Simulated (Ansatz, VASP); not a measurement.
Fe in VASP and in Ansatz

```xyz
1
Lattice="-1.3869 1.3869 1.3869 1.3869 -1.3869 1.3869 1.3869 1.3869 -1.3869" Properties=species:S:1:pos:R:3 pbc="T T T"
Fe    0.0000    0.0000    0.0000
```

Alike in both runs: task single point; functional PBE; k mesh 20 × 20 × 20; occupations gaussian, width 0.1 eV; collinear spin.

|  | VASP | Ansatz |
| --- | --- | --- |
| version | VASP 6.6.1 | Ansatz 0.2.0 |
| potentials or method | VASP PAW PBE potentials, release 64 (Fe), cutoff 520 eV | scalar-relativistic, plane waves, PAW |
| valence electrons in the cell | 8 | 16 |

Ansatz gave:

* gap on the k mesh at the Fermi level (eV): none
* pressure (GPa): 13.8
* net moment per atom (μB): 2.07
* size of the moment on the site where the two differ most (μB): 2.10

Task: Estimate VASP's values.

Result: gap on the k mesh at the Fermi level (eV): none; pressure (GPa): 13.5; net moment per atom (μB): 2.07; size of the moment on the site where the two differ most (μB): 2.06.

Site moments also hang on the region over which each program counts them. A gap of «none» marks a metal or a gap that the smearing closes. With one functional, cell and mesh, what is left measures potentials, basis and numerics. VASP's potentials hold 8 valence electrons a cell and Ansatz's 16, so a difference there can come from the potentials and not from the codes.
